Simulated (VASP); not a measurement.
Write the native input for VASP 6.6.1 that does the following.

| Property | Result |
| --- | --- |
| Task | single point |
| Functional | PBE |
| Potentials or basis | VASP PAW PBE potentials, release 64 (Fe, Si) |
| Cutoff | 520 eV |
| k mesh | 6 × 6 × 6 |
| Occupations | fermi-dirac, width 0.02 eV |
| Spin | no spin polarisation |
| Dipole correction | no |
| Further INCAR settings | ALGO = Normal; EDIFF = 1e-07; NBANDS = 34 |

The structure of FeSi lies in POSCAR:

```
FeSi
1.0
    4.4480505284      0.0000000000      0.0000000000
    0.0000000000      4.4480505284      0.0000000000
    0.0000000000      0.0000000000      4.4480505284
Fe Si
4 4
Direct
    0.1360028763      0.1360028763      0.1360028763
    0.3639971237      0.8639971237      0.6360028763
    0.6360028763      0.3639971237      0.8639971237
    0.8639971237      0.6360028763      0.3639971237
    0.8407333115      0.8407333115      0.8407333115
    0.6592666885      0.1592666885      0.3407333115
    0.3407333115      0.6592666885      0.1592666885
    0.1592666885      0.3407333115      0.6592666885
```

These files were run (other wordings do the same):

INCAR

```
SYSTEM = FeSi
ALGO = Normal
EDIFF = 1E-7
ENCUT = 520
GGA = PE
ISIF = 2
ISMEAR = -1
LASPH = .TRUE.
LCHARG = .FALSE.
LREAL = .FALSE.
LWAVE = .FALSE.
NBANDS = 34
NELM = 100
PREC = Accurate
SIGMA = 0.02
```

KPOINTS

```
k-points
0
G
  6 6 6
  0 0 0
```

Potentials or basis: VASP PAW PBE potentials, release 64 (Fe, Si).

Launch:

```sh
$ cat potpaw_PBE.64/Fe/POTCAR potpaw_PBE.64/Si/POTCAR > POTCAR
$ mpirun -np 1 vasp_std > vasp.out
```

Results of the run:

The pressure is 0.2 GPa, the largest force is 0.035 eV/Å and the band gap on the k mesh is 0.17 eV.

It took 2.2 min on 1 thread of AMD EPYC 7R13, with other jobs on the host, peak memory 0.23 GiB.
